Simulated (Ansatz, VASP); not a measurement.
## Zn in VASP and in Ansatz

```xyz
2
Lattice="2.6656 0.0000 0.0000 -1.3328 2.3085 0.0000 0.0000 0.0000 4.9687" Properties=species:S:1:pos:R:3 pbc="T T T"
Zn    0.0000    1.5390    1.2422
Zn    1.3328    0.7695    3.7266
```

Change from the starting cell: volume scaled by 1.06, crystal datasets.

Alike in both runs: task electric field gradients; functional PBEsol; k mesh 18 × 18 × 9; occupations fermi-dirac, width 0.03 eV; no spin polarisation.

|  | VASP | Ansatz |
| --- | --- | --- |
| version | VASP 6.6.1 | Ansatz 0.2.0 |
| potentials or method | VASP PAW PBE potentials, release 64 (Zn), cutoff 400 eV | all-electron PAW with datasets made for the crystal, scalar-relativistic |

|  | VASP | Ansatz | Ansatz less VASP |
| --- | --- | --- | --- |
| pressure (GPa) | -6.0 | -5.7 | +0.31 |
| traceless stress, the component that is largest in VASP (GPa) | 2.56 | 2.65 | +0.098 |
| size of Vzz on the site where it differs most (V/Å²) | 33.1 | 32.7 | -0.33 |

VASP's potentials were made for PBE, not for PBEsol. Ansatz ran all-electron here, and VASP with PAW potentials.
